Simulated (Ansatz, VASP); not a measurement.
# One calculation of Hf2MgO2, two programs

```
Mg Hf O
1.0
     3.42755    0.00000    0.00000
    -1.71378    2.96835    0.00000
     0.00000    0.00000    8.17721
Mg Hf O
1 2 2
Direct
  0.00000 0.00000 0.00000
  0.33333 0.66667 0.68959
  0.66667 0.33333 0.31041
  0.33333 0.66667 0.40236
  0.66667 0.33333 0.59764
```

Change from the starting cell: species swapped into the YAl2Si2 type (P-3m1, No. 164).

Alike in both runs: functional PBE; k mesh 12 × 12 × 6; occupations gaussian, width 0.1 eV; no spin polarisation.

Ansatz relaxed the structure, and its values are those at the end. VASP's run is a single point on that final structure, the one shown.

```csv
,VASP,Ansatz
version,VASP 6.6.1,Ansatz 0.2.0
potentials or method,"VASP PAW PBE potentials, release 64 (Mg, Hf_pv, O), cutoff 520 eV","scalar-relativistic, plane waves, PAW"
valence electrons in the cell,34,74
```

Ansatz gave:

- gap on the k mesh at the Fermi level (eV): none
- pressure (GPa): 0.0
- rms of the force components (eV/Å): 0.001

**Question.** Which values does VASP return?

**Answer.** gap on the k mesh at the Fermi level (eV): none; pressure (GPa): -1.4; rms of the force components (eV/Å): 0.076.

A gap of «none» marks a metal or a gap that the smearing closes. VASP's potentials hold 34 valence electrons a cell and Ansatz's 74, so a difference there can come from the potentials and not from the codes.

Spin-orbit coupling is off throughout.
